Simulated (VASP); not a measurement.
# TaSi2 (P6/mmm) in VASP: further runs

Runs on TaSi2. Level: PBE. Tasks: single point.

Everything below comes from runs of VASP 6.6.1. Logs are shortened: lines on timing, memory, paths and dates and some standing lists are left out, and cuts for length are marked.

### 1 The cell of the first run

Symmetry: P6/mmm, No. 191, hexagonal system. Conventional cell: a = 4.332 Å, b = 4.332 Å, c = 2.708 Å, α = 90.00°, β = 90.00°, γ = 120.00°. Ta (site symmetry 6/mmm) has 2 Ta at 2.71 Å and 12 Si at 2.84 Å within 3.6 Å. Si (site symmetry -6m2) has 5 Si at 2.50 to 2.71 Å and 6 Ta at 2.84 Å within 3.3 Å.

### 2 Single point, PBE

File INCAR:

```
PREC     = Accurate       # precision mode
ENCUT    = 520            # plane-wave cutoff, eV
EDIFF    = 1E-6           # SCF threshold, eV
ISMEAR   = 0              # smearing method
SIGMA    = 0.1            # smearing width, eV
LREAL    = False          # projectors in reciprocal space
LASPH    = True           # aspherical terms in the spheres
NELM     = 100            # most SCF steps
ALGO     = Normal         # electronic algorithm
ISIF     = 2              # what is computed and relaxed
LWAVE    = False          # write WAVECAR
LCHARG   = False          # write CHGCAR
GGA      = PE             # functional
NBANDS   = 16             # bands
```

File KPOINTS:

```
Automatic mesh
0
Gamma
  6 6 4
```

File POSCAR:

```
TaSi2
1.0
    4.3320943563      0.0000000000      0.0000000000
   -2.1660471782      3.7517037642      0.0000000000
    0.0000000000      0.0000000000      2.7079940230
Ta Si
1 2
Direct
    0.0000000000      0.0000000000      0.0000000000
    0.3333333333      0.6666666667      0.5000000000
    0.6666666667      0.3333333333      0.5000000000
```

Potentials or basis: VASP PAW PBE potentials, release 64 (Ta_pv, Si).

Run with:

```sh
$ cat potpaw_PBE.64/Ta_pv/POTCAR potpaw_PBE.64/Si/POTCAR > POTCAR
$ mpirun -np 1 vasp_std > vasp.out
```

OUTCAR:

```text
PREC = Accurate
   ENCUT = 520
   EDIFF = 1E-6
   ISMEAR = 0
   LREAL = False
   LASPH = True
   NELM = 100
   ISIF = 2
   GGA = PE

 ion  position               nearest neighbor table
   1  0.000  0.000  0.000-   2 2.84   3 2.84   2 2.84   3 2.84   3 2.84   3 2.84   2 2.84   2 2.84
                             3 2.84   3 2.84   2 2.84   2 2.84
   2  0.333  0.667  0.500-   3 2.50   3 2.50   3 2.50   1 2.84   1 2.84   1 2.84   1 2.84   1 2.84
                             1 2.84
   3  0.667  0.333  0.500-   2 2.50   2 2.50   2 2.50   1 2.84   1 2.84   1 2.84   1 2.84   1 2.84
                             1 2.84

  LATTYP: Found a hexagonal cell.
 ALAT       =     4.3320943563
 C/A-ratio  =     0.6251004249

  Lattice vectors:

 A1 = (   4.3320943563,   0.0000000000,   0.0000000000)
 A2 = (  -2.1660471782,   3.7517037642,   0.0000000000)
 A3 = (   0.0000000000,   0.0000000000,   2.7079940230)

Analysis of symmetry for initial positions (statically):
=====================================================================
 Subroutine PRICEL returns:
 Original cell was already a primitive cell.

 Routine SETGRP: Setting up the symmetry group for a
 hexagonal supercell.

 Subroutine GETGRP returns: Found 24 space group operations
 (whereof 24 operations were pure point group operations)
 out of a pool of 24 trial point group operations.

The static configuration has the point symmetry D_6h.

Analysis of symmetry for dynamics (positions and initial velocities):
=====================================================================
 Subroutine PRICEL returns:
 Original cell was already a primitive cell.

 Routine SETGRP: Setting up the symmetry group for a
 hexagonal supercell.

 Subroutine GETGRP returns: Found 24 space group operations
 (whereof 24 operations were pure point group operations)
 out of a pool of 24 trial point group operations.

The dynamic configuration has the point symmetry D_6h.

 Subroutine INISYM returns: Found 24 space group operations
 (whereof 24 operations are pure point group operations),
 and found     1 'primitive' translations

----------------------------------------------------------------------------------------

                                     Primitive cell

  volume of cell :      44.0123

  direct lattice vectors                    reciprocal lattice vectors
     4.332094356  0.000000000  0.000000000     0.230835231  0.133272783  0.000000000
    -2.166047178  3.751703764  0.000000000     0.000000000  0.266545565  0.000000000
     0.000000000  0.000000000  2.707994023     0.000000000  0.000000000  0.369277034

  length of vectors
     4.332094356  4.332094356  2.707994023     0.266545565  0.266545565  0.369277034

  position of ions in fractional coordinates (direct lattice)
     0.000000000  0.000000000  0.000000000
     0.333333333  0.666666667  0.500000000
     0.666666667  0.333333333  0.500000000

  ion indices of the primitive-cell ions
   primitive index   ion index
                 1           1
                 2           2
                 3           3

----------------------------------------------------------------------------------------

 KPOINTS: Automatic mesh

Automatic generation of k-mesh.
 Grid dimensions read from file:
 generate k-points for:    6    6    4

 Generating k-lattice:

  Cartesian coordinates                     Fractional coordinates (reciprocal lattice)
     0.038472538  0.022212130  0.000000000     0.166666667  0.000000000  0.000000000
     0.000000000  0.044424261  0.000000000     0.000000000  0.166666667  0.000000000
     0.000000000  0.000000000  0.092319258     0.000000000  0.000000000  0.250000000

  Length of vectors
     0.044424261  0.044424261  0.092319258

  Shift w.r.t. Gamma in fractional coordinates (k-lattice)
     0.000000000  0.000000000  0.000000000

 Subroutine IBZKPT returns following result:
 ===========================================

 Found     21 irreducible k-points:

 Following reciprocal coordinates:
            Coordinates               Weight
  0.000000  0.000000  0.000000      1.000000
  0.166667 -0.000000  0.000000      6.000000
  0.333333 -0.000000  0.000000      6.000000
  0.500000 -0.000000  0.000000      3.000000
  0.166667  0.166667  0.000000      6.000000
  0.333333  0.166667  0.000000     12.000000
[... 13 lines left out ...]
  0.333333  0.166667  0.500000     12.000000
  0.333333  0.333333  0.500000      2.000000
   k-points           NKPTS =     21   k-points in BZ     NKDIM =     21   number of bands    NBANDS=     16
   number of dos      NEDOS =    301   number of ions     NIONS =      3
   total plane-waves  NPLWV =  20480
   dimension x,y,z NGX =    32 NGY =   32 NGZ =   20
   dimension x,y,z NGXF=    64 NGYF=   64 NGZF=   40
   ions per type =               1   2
   NGX,Y,Z   is equivalent  to a cutoff of  12.28, 12.28, 12.28 a.u.
   NGXF,Y,Z  is equivalent  to a cutoff of  24.56, 24.56, 24.56 a.u.
 SYSTEM =  unknown system
   PREC   = accura    normal or accurate (medium, high low for compatibility)
   ISTART =      0    job   : 0-new  1-cont  2-samecut
   ICHARG =      2    charge: 1-file 2-atom 10-const
   ISPIN  =      1    spin polarized calculation?
   LNONCOLLINEAR =      F non collinear calculations
   LSORBIT =      F    spin-orbit coupling
   LASPH  =      T    aspherical Exc in radial PAW
   ENCUT  =  520.0 eV  38.22 Ry    6.18 a.u.   8.05  8.05  5.04*2*pi/ulx,y,z
   NELM   =    100;   NELMIN=  2; NELMDL= -5     # of ELM steps
   EDIFF  = 0.1E-05   stopping-criterion for ELM
   LREAL  =      F    real-space projection
   EDIFFG = 0.1E-04   stopping-criterion for IOM
   NSW    =      0    number of steps for IOM
   IBRION =     -1    ionic relax: 0-MD 1-quasi-New 2-CG
   NFREE  =      0    steps in history (QN), initial steepest desc. (CG)
   ISIF   =      2    stress and relaxation
   ISYM   =      2    0-nonsym 1-usesym 2-fastsym
   POTIM  = 0.5000    time-step for ionic-motion
   TEBEG  =    0.0;   TEEND  =   0.0 temperature during run
   PSTRESS=    0.0 pullay stress
   NELECT =      19.0000    total number of electrons
   NUPDOWN=      -1.0000    fix difference up-down
   EMIN   =  10.00;   EMAX   =-10.00  energy-range for DOS
   EFERMI =   0.00;   METHOD = LEGACY
   ISMEAR =     0;   SIGMA  =   0.10  broadening in eV -4-tet -1-fermi 0-gaus
   EFERMI_NEDOS =   21; number of points for ismear=-14 and -15
   IALGO  =     38    algorithm
   IMIX   =      4    mixing-type and parameters
     AMIX     =   0.40;   BMIX     =  1.00
     AMIX_MAG =   1.60;   BMIX_MAG =  1.00
  volume/ion in A,a.u.               =      14.67        99.00
  Fermi-wavevector in a.u.,A,eV,Ry     =   1.237280  2.338120 20.828638  1.530862
  Thomas-Fermi vector in A             =   2.371854
   LORBIT       =      0    0 simple, 1 ext, 2 COOP (PROOUT), +10 PAW based schemes
   GGA     = PE    functional components
   LHFCALC =     F    Hartree Fock is set to
   AEXX    =    0.0000 exact exchange contribution
   IVDW    =     0    specifies the selected vdW correction
   LEPSILON=     F    determine dielectric tensor
   LRPA    =     F    only Hartree local field effects (RPA)
 non-spin polarized calculation
 Gauss-broadening in eV      SIGMA  =   0.10
  energy-cutoff  :      520.00
  volume of cell :       44.01
 maximum number of plane-waves:      1206
   NGX = 17   NGY = 17   NGZ = 11

 number of electron      19.0000002 magnetization

 Free energy of the ion-electron system (eV)
  ---------------------------------------------------
  ext. energy  EPLUGINS =         0.00000000
  ---------------------------------------------------
  free energy    TOTEN  =       -22.60271676 eV

  energy without entropy =      -22.58965693  energy(sigma->0) =      -22.59618684

 E-fermi :   9.4635     XC(G=0): -12.0224

 val. band max:        9.4564294464   @ k =   0.3333  -0.0000   0.5000
 cond. band min:       9.4715670574   @ k =   0.3333   0.1667   0.2500
 fundamental gap:      0.0151376110
 Fermi energy:         9.4634923114

 k-point     1 :       0.0000    0.0000    0.0000
  band No.  band energies     occupation
      1     -25.1918      2.00000
      2     -25.1918      2.00000
      3     -24.5094      2.00000
      4      -4.1145      2.00000
      5       3.6250      2.00000
      6       3.6250      2.00000
[... 8 lines left out ...]
     15      14.3173      0.00000
     16      15.7852      0.00000

 k-point     2 :       0.1667   -0.0000    0.0000
  band No.  band energies     occupation
      1     -25.1979      2.00000
      2     -25.1932      2.00000
      3     -24.5092      2.00000
      4      -3.7855      2.00000
      5       1.9899      2.00000
      6       3.7585      2.00000
[... 8 lines left out ...]
     15      15.1309      0.00000
     16      16.7088      0.00000

 k-point     3 :       0.3333   -0.0000    0.0000
  band No.  band energies     occupation
      1     -25.2101      2.00000
      2     -25.1960      2.00000
      3     -24.5087      2.00000
      4      -2.8551      2.00000
      5       0.2178      2.00000
      6       4.0520      2.00000
[... 8 lines left out ...]
     15      16.0114      0.00000
     16      16.4058      0.00000

 k-point     4 :       0.5000   -0.0000    0.0000
  band No.  band energies     occupation
      1     -25.2162      2.00000
      2     -25.1974      2.00000
      3     -24.5085      2.00000
      4      -1.7055      2.00000
      5      -1.1692      2.00000
      6       4.0008      2.00000
[... 8 lines left out ...]
     15      15.4985      0.00000
     16      16.9554      0.00000
[... 267 lines left out ...]
 k-point    19 :       0.1667    0.1667    0.5000
  band No.  band energies     occupation
      1     -25.8030      2.00000
      2     -25.0384      2.00000
      3     -25.0324      2.00000
      4       0.4556      2.00000
      5       2.7249      2.00000
      6       3.6897      2.00000
[... 8 lines left out ...]
     15      13.9795      0.00000
     16      14.4438      0.00000

 k-point    20 :       0.3333    0.1667    0.5000
  band No.  band energies     occupation
      1     -25.8013      2.00000
      2     -25.0432      2.00000
      3     -25.0353      2.00000
      4       0.7467      2.00000
      5       2.5726      2.00000
      6       3.8075      2.00000
[... 8 lines left out ...]
     15      15.4837      0.00000
     16      15.8948      0.00000

 k-point    21 :       0.3333    0.3333    0.5000
  band No.  band energies     occupation
      1     -25.8007      2.00000
      2     -25.0405      2.00000
      3     -25.0405      2.00000
      4       1.4275      2.00000
      5       1.4275      2.00000
      6       4.5238      2.00000
[... 8 lines left out ...]
     15      16.0014      0.00000
     16      16.0014      0.00000

------------------------ aborting loop because EDIFF is reached ----------------------------------------

  FORCE on cell =-STRESS in cart. coord.  units (eV):
  Direction    XX          YY          ZZ          XY          YZ          ZX
  --------------------------------------------------------------------------------------
  -------------------------------------------------------------------------------------
  Total        0.0420046      0.0420046      0.0060081     -0.0000000      0.0000000     -0.0000000
  in kB        1.5290900      1.5290900      0.2187128     -0.0000000      0.0000000     -0.0000000
  external PRESSURE =       1.0922976 kB  Pullay stress =       0.0000000 kB

 VOLUME and BASIS-vectors are now :
 -----------------------------------------------------------------------------
  energy-cutoff  :      520.00
  volume of cell :       44.01
      direct lattice vectors                 reciprocal lattice vectors
     4.332094356  0.000000000  0.000000000     0.230835231  0.133272783  0.000000000
    -2.166047178  3.751703764  0.000000000     0.000000000  0.266545565  0.000000000
     0.000000000  0.000000000  2.707994023     0.000000000  0.000000000  0.369277034

 POSITION                                       TOTAL-FORCE (eV/Angst)
 -----------------------------------------------------------------------------------
      0.00000      0.00000      0.00000         0.000000      0.000000      0.000000
     -0.00000      2.50114      1.35400         0.000000     -0.000000     -0.000000
      2.16605      1.25057      1.35400        -0.000000      0.000000      0.000000
 -----------------------------------------------------------------------------------
    total drift:                                0.000000     -0.000000      0.000000

  FREE ENERGIE OF THE ION-ELECTRON SYSTEM (eV)
  ---------------------------------------------------
  free  energy   TOTEN  =       -22.6027167576 eV

  energy  without entropy=      -22.5896569260  energy(sigma->0) =      -22.59618684
```

Run time: 4.7 s. Hardware: 1 thread of Intel Xeon 6975P-C (Granite Rapids), shared host; peak memory 0.15 GiB.

What came out:

```
Free energy : -22.6027 eV
Pressure    : 0.1 GPa
```

Levels at points of the mesh, in eV from the Fermi level:
```tsv
k point	band 5	band 6	band 7	band 8	band 9	band 10	band 11	band 12	band 13	band 14
(0.00, 0.00, 0.00)	-5.84	-5.84	-4.72	-3.57	-0.74	-0.74	3.35	3.35	4.84	4.84
(0.50, 0.00, 0.00)	-10.63	-5.46	-5.25	-1.74	-1.27	2.12	3.13	3.55	3.68	5.66
(0.00, 0.00, 0.50)	-7.72	-3.80	-3.80	-1.65	-1.65	-1.22	-1.22	-0.61	0.64	6.75
(0.50, 0.00, 0.50)	-6.16	-5.23	-5.22	-5.21	0.16	0.59	0.99	2.07	2.23	2.62
```

Caveat: the k points lie up to 0.58 Å⁻¹ apart; spin-orbit coupling is left out, which moves the levels of the heavy elements.

### 3 Single point, PBE

This run uses another cell than the first one, of 15.57 Å³/atom, 1.061 times its volume.

File INCAR:

```
PREC = Accurate
ENCUT = 520
EDIFF = 1E-6
ISMEAR = 0
SIGMA = 0.1
LREAL = F
LASPH = T
NELM = 100
ALGO = Normal
ISIF = 2
LWAVE = F
LCHARG = F
GGA = PE
NBANDS = 16
```

File KPOINTS:

```
regular mesh
0
Gamma
  6 6 4
```

File POSCAR:

```
TaSi2
1.0
    3.1817848800      0.0000000000      0.0000000000
   -1.5908924400      2.7555065300      0.0000000000
    0.0000000000      0.0000000000      5.3265714500
Ta Si
1 2
Direct
    0.0000000000      0.0000000000      0.0000000000
    0.3333333300      0.6666666700      0.5000000000
    0.6666666700      0.3333333300      0.5000000000
```

Potentials or basis: VASP PAW PBE potentials, release 64 (Ta_pv, Si).

Run with:

```sh
$ cat potpaw_PBE.64/Ta_pv/POTCAR potpaw_PBE.64/Si/POTCAR > POTCAR
$ mpirun -np 1 vasp_std > vasp.out
```

It took 5.7 s on 1 thread of Intel Xeon 6975P-C (Granite Rapids), shared host; peak memory 0.16 GiB.

The run converged. Its results:

```yaml
Free_energy: -14.0803 eV
Pressure: 65.0 GPa
```

Stress tensor (GPa, compression positive):
```
107.35   0.00   0.00
  0.00 107.35   0.00
  0.00   0.00 -19.76
```

Levels at points of the mesh, in eV from the Fermi level:
```
           k point  band 7  band 8  band 9  band 10  band 11  band 12
(0.00, 0.00, 0.00)   -1.33   -1.33    0.52     0.90     0.90     2.28
(0.50, 0.00, 0.00)   -3.48   -2.69   -1.18     0.22     1.04     1.47
(0.00, 0.00, 0.50)   -1.12   -1.12    0.49     0.49     1.33     1.33
(0.50, 0.00, 0.50)   -3.67   -3.45   -1.18    -0.75     0.84     2.18
```

Caveat: the k points lie up to 0.38 Å⁻¹ apart; spin-orbit coupling is left out, which moves the levels of the heavy elements.

### 4 Single point, PBE

This run uses another cell than the first one, of 14.88 Å³/atom, 1.015 times its volume.

File INCAR:

```
SYSTEM = TaSi2
  PREC = Accurate
  ENCUT = 520
  EDIFF = 1E-7
  ISMEAR = 0
  SIGMA = 0.1
  LREAL = .False.
  LASPH = .True.
  NELM = 60
  ALGO = Normal
  ISIF = 2
  LWAVE = .False.
  LCHARG = .False.
  GGA = PE
  NBANDS = 16
```

File KPOINTS:

```
Automatic mesh
0
Gamma
  6 6 6
  0 0 0
```

File POSCAR:

```
TaSi2
1.0
    4.4125203022      0.0000000000      0.0000000000
   -2.2062601511      3.8213546764      0.0000000000
    0.0000000000      0.0000000000      2.6482505373
Ta Si
1 2
Direct
    0.0000000000      0.0000000000      0.0000000000
    0.3333333333      0.6666666667      0.5000000000
    0.6666666667      0.3333333333      0.5000000000
```

Run with:

```sh
$ cat potpaw_PBE.64/Ta_pv/POTCAR potpaw_PBE.64/Si/POTCAR > POTCAR
$ mpirun -np 1 vasp_std > vasp.out
```

It took 7.7 s on 1 thread of Intel Xeon 6975P-C (Granite Rapids), shared host; peak memory 0.17 GiB.

The run converged. Its results:

```
Free energy : -22.5474 eV
Pressure    : 0.1 GPa
```

Stress tensor (GPa, compression positive):
```
0.08 0.00 0.00
0.00 0.08 0.00
0.00 0.00 0.26
```

Levels at points of the mesh, in eV from the Fermi level:
```
           k point  band 5  band 6  band 7  band 8  band 9  band 10  band 11  band 12  band 13  band 14
(0.00, 0.00, 0.00)   -5.89   -5.89   -5.22   -3.64   -0.94    -0.94     3.73     3.73     4.65     4.65
(0.50, 0.00, 0.00)  -10.64   -5.54   -5.32   -2.03   -1.49     2.76     3.03     3.22     3.56     5.37
(0.00, 0.00, 0.50)   -7.59   -3.80   -3.80   -1.44   -1.44    -1.12    -1.12    -0.99     0.48     6.59
(0.50, 0.00, 0.50)   -5.86   -5.26   -5.17   -5.08    0.10     0.70     0.97     1.71     2.15     2.50
```

Caveat: the k points lie up to 0.40 Å⁻¹ apart; spin-orbit coupling is left out, which moves the levels of the heavy elements.

### 5 Summary

| cell | k mesh | gap on the mesh (eV) | pressure (GPa) |
| --- | --- | --- | --- |
| a = 4.332, b = 4.332, c = 2.708 Å, angles 90.0, 90.0, 120.0°, 3 atoms | 6 × 6 × 4 | none | 0.1 |
| a = 3.182, b = 3.182, c = 5.327 Å, angles 90.0, 90.0, 120.0°, 3 atoms | 6 × 6 × 4 | none | 65.0 |
| a = 4.413, b = 4.413, c = 2.648 Å, angles 90.0, 90.0, 120.0°, 3 atoms | 6 × 6 × 6 | none | 0.1 |

Alike in all rows: task single point; level PBE; potentials or basis VASP PAW PBE potentials, release 64 (Ta_pv, Si); no spin polarisation; cutoff (eV) 520; smearing gaussian 0.1 eV.

Caveats: all runs use coarse meshes; spin-orbit coupling is left out, which moves the levels of the heavy elements.

Total energies depend on the potentials used, so only differences within one code and one set of settings carry meaning.
